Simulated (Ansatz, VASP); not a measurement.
## InAs: VASP beside Ansatz

POSCAR

```
InAs
1.0
    0.0000000000      3.0535616600      3.0535616600
    3.0535616600      0.0000000000      3.0535616600
    3.0535616600      3.0535616600      0.0000000000
In As
1 1
Direct
    0.2500000000      0.2500000000      0.2500000000
    0.0000000000      0.0000000000      0.0000000000
```

File INCAR.step1:

```
SYSTEM = InAs
PREC     = Accurate       ! precision mode
ENCUT    = 600            ! plane-wave cutoff, eV
ISMEAR   = 0              ! smearing method
SIGMA    = 0.01           ! smearing width, eV
LREAL    = .False.        ! projectors in reciprocal space
LASPH    = .True.         ! aspherical terms in the spheres
NELM     = 60             ! most SCF steps
GGA      = PE             ! functional
ALGO     = Normal         ! electronic algorithm
EDIFF    = 1E-4           ! SCF threshold, eV
LWAVE    = .True.         ! write WAVECAR
LCHARG   = .False.        ! write CHGCAR
```

Contents of INCAR.step2:

```
SYSTEM = InAs
PREC     = Accurate       ! precision mode
ENCUT    = 600            ! plane-wave cutoff, eV
EDIFF    = 1E-7           ! SCF threshold, eV
ISMEAR   = 0              ! smearing method
SIGMA    = 0.01           ! smearing width, eV
LREAL    = .False.        ! projectors in reciprocal space
LASPH    = .True.         ! aspherical terms in the spheres
NELM     = 60             ! most SCF steps
ALGO     = Normal         ! electronic algorithm
ISIF     = 3              ! what is computed and relaxed
LWAVE    = .False.        ! write WAVECAR
LCHARG   = .False.        ! write CHGCAR
METAGGA  = R2SCAN         ! meta-GGA
LMIXTAU  = .True.       
IBRION   = 2              ! ionic algorithm
NSW      = 100            ! ionic steps
EDIFFG   = -0.002         ! ionic threshold
ISTART   = 1
```

KPOINTS

```
regular mesh
0
Gamma
  8 8 8
  0 0 0
```

Input for Ansatz:

```yaml
crystal:
  lattice:
    - [0.0, 3.05356166, 3.05356166]
    - [3.05356166, 0.0, 3.05356166]
    - [3.05356166, 3.05356166, 0.0]
  atoms:
    - { symbol: In, position: [0.25, 0.25, 0.25] }
    - { symbol: As, position: [0.0, 0.0, 0.0] }
basis:
  ecutwfc: 500
kpoints:
  mp_grid: { grid: [8, 8, 8] }
hamiltonian:
  xc: r2scan
  pseudopotentials: { kind: paw, azcp: { folder: soft_1 } }
scf:
  occupations: { method: gaussian, width: 0.01 }
output:
  forces: true
  stress: true
  eigenvalues: true
relax:
  adjacent_minimum: "off"
  f_tol: 0.002
  max_steps: 80
  cell: { stress_tol: 0.02 }
```

Alike in both runs: task relaxation of cell and atoms; functional r2SCAN; k mesh 8 × 8 × 8; occupations gaussian, width 0.01 eV; no spin polarisation.

|  | VASP | Ansatz |
| --- | --- | --- |
| version | VASP 6.6.1 | Ansatz 0.2.0 |
| potentials or method | VASP PAW PBE potentials, release 64 (In_d, As), cutoff 600 eV | scalar-relativistic, plane waves, PAW |
| valence electrons in the cell | 18 | 28 |

Ansatz gave:

```
gap on the k mesh at the Fermi level, each at its own relaxed structure (eV) : 0.08
relaxed volume (Å³/atom)                                                     : 28.47
relaxed cell length with the largest relative difference (Å)                 : 4.318
```

Question: Estimate VASP's values.

Answer: gap on the k mesh at the Fermi level, each at its own relaxed structure (eV): 0.08; relaxed volume (Å³/atom): 28.49; relaxed cell length with the largest relative difference (Å): 4.319.

VASP's potentials were made for PBE, not for r2SCAN. VASP's potentials hold 18 valence electrons a cell and Ansatz's 28, so a difference there can come from the potentials and not from the codes.
